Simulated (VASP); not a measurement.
Wanted: the native input for a VASP 6.6.1 run.

```yaml
Task: single point
Functional: PBEsol
Potentials_or_basis: VASP PAW PBE potentials, release 64 (K_sv, Ta_pv, O)
Cutoff: 520 eV
k_mesh: 8 × 8 × 8
Occupations: gaussian, width 0.05 eV
Spin: no spin polarisation
Dipole_correction: no
Further_INCAR_settings: ALGO = Normal; EDIFF = 1e-07; NBANDS = 27
```

The structure of KTaO3 lies in POSCAR:

```
KTaO3
1.0
    4.0889450355      0.0000000000      0.0000000000
    0.0000000000      4.0889450355      0.0000000000
    0.0000000000      0.0000000000      4.0889450355
K Ta O
1 1 3
Direct
    0.5000000000      0.5000000000      0.5000000000
    0.0000000000      0.0000000000      0.0000000000
    0.5000000000      0.0000000000      0.0000000000
    0.0000000000      0.5000000000      0.0000000000
    0.0000000000      0.0000000000      0.5000000000
```

This cell differs from its parent crystal: volume 13.673 Å^3 an atom, c/a of the conventional cell 1.0000.

One way to write it, as run:

INCAR

```
PREC     = Accurate       # precision mode
ENCUT    = 520            # plane-wave cutoff, eV
EDIFF    = 1E-7           # SCF threshold, eV
ISMEAR   = 0              # smearing method
SIGMA    = 0.05           # smearing width, eV
LREAL    = F              # projectors in reciprocal space
LASPH    = T              # aspherical terms in the spheres
NELM     = 80             # most SCF steps
ALGO     = Normal         # electronic algorithm
ISIF     = 2              # what is computed and relaxed
LWAVE    = F              # write WAVECAR
LCHARG   = F              # write CHGCAR
GGA      = PS             # functional
NBANDS   = 27             # bands
```

KPOINTS

```
regular mesh
0
Gamma
  8 8 8
```

Potentials or basis: VASP PAW PBE potentials, release 64 (K_sv, Ta_pv, O).

Launch:

```console
$ cat potpaw_PBE.64/K_sv/POTCAR potpaw_PBE.64/Ta_pv/POTCAR potpaw_PBE.64/O/POTCAR > POTCAR
$ mpirun -np 1 vasp_std > vasp.out
```

It gave:

```json
{"Pressure": "-12.7 GPa", "Band gap on the k mesh": "1.93 eV, indirect (least direct gap 2.57 eV)"}
```

Caveat: the PAW data sets were made with another functional, which shifts forces and pressure a little; spin-orbit coupling is left out, which moves the levels of the heavy elements.

Run time: 87 s on 1 thread of Intel(R) Xeon(R) Platinum 8259CL CPU @ 2.50GHz (Skylake/Cascade Lake), with other jobs on the host, peak memory 0.21 GiB.
